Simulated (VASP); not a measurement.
Runs of VASP 6.6.1 on Al2Cu. The structure is that of space group P4/mmm (No. 123), or close to it. The cells are those of the table. 

```tsv
cell	gap on the mesh (eV)	pressure (GPa)
a = 4.231, b = 4.231, c = 2.746 Å, 3 atoms	none	-5.0
a = 4.042, b = 4.042, c = 3.047 Å, 3 atoms	none	-6.2
a = 4.325, b = 4.325, c = 2.746 Å, 3 atoms	none	-7.5
a = 4.231, b = 4.231, c = 2.821 Å, 3 atoms	none	-6.9
a = 4.137, b = 4.137, c = 2.972 Å, 3 atoms	none	(a)
a = 4.137, b = 4.137, c = 2.897 Å, 3 atoms	none	-6.2
a = 4.325, b = 4.325, c = 2.671 Å, 3 atoms	none	-5.0
```

Alike in all rows: task single point; level LDA; potentials or basis VASP PAW LDA potentials, release 64 (Al, Cu); no spin polarisation; k mesh 10 × 10 × 14; cutoff (eV) 520; smearing gaussian 0.15 eV.

Task: Estimate the missing entries.

Result: (a) -7.6.

Caveats: the cell stands under tension (at least some runs); the stress differs along the axes, from -10 to -4 GPa (at least some runs); the stress differs along the axes, from -8 to 0 GPa (at least some runs).

A gap of «none» marks levels without a gap at the run's occupations.
